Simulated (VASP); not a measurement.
Input of a VASP 6.6.1 run:

Contents of INCAR:

```
SYSTEM = MgS
PREC     = Accurate       ! precision mode
ENCUT    = 520            ! plane-wave cutoff, eV
EDIFF    = 1E-6           ! SCF threshold, eV
ISMEAR   = 0              ! smearing method
SIGMA    = 0.05           ! smearing width, eV
LREAL    = .FALSE.        ! projectors in reciprocal space
LASPH    = .TRUE.         ! aspherical terms in the spheres
NELM     = 100            ! most SCF steps
ALGO     = Normal         ! electronic algorithm
ISIF     = 2              ! what is computed and relaxed
LWAVE    = .FALSE.        ! write WAVECAR
LCHARG   = .TRUE.         ! write CHGCAR
GGA      = PE             ! functional
LELF     = .TRUE.         ! ELF
LVHAR    = .TRUE.       
NBANDS   = 16             ! bands
ISYM     = 0
```

The input KPOINTS:

```
regular mesh
0
G
  9 9 8
  0 0 0
```

The input POSCAR:

```
MgS
1.0
    0.0000000000     -2.8841979024     -2.8841979024
   -2.8841979024      0.0000000000     -2.8841979024
    2.8841979024      2.8841979024     -5.7683958049
Mg S
2 2
Direct
    0.0035466883      0.0035466883     -0.0106406621
    0.4964533117      0.4964533117      0.5106406621
    0.3765398852      0.3765398852      0.8703808379
    0.8734601148      0.8734601148      0.3796191621
```

Potentials or basis: VASP PAW PBE potentials, release 64 (Mg, S).

Run with:

```console
$ cat potpaw_PBE.64/Mg/POTCAR potpaw_PBE.64/S/POTCAR > POTCAR
$ mpirun -np 1 vasp_std > vasp.out
```

What does it give for the pressure?

-1.8 GPa.

Predict the band gap on the k mesh.

3.01 eV.

Predict the largest force.

0.732 eV/Å.

Forces in eV/Å, atoms in the order of the input:
```
Mg   0.308  0.308 -0.308
Mg  -0.423 -0.423  0.423
S    0.258  0.258 -0.258
S   -0.143 -0.143  0.143
```

Caveat: the cell differs from its parent crystal (atoms displaced along a vibrational mode, the cell strained). A k mesh can miss the band edges.
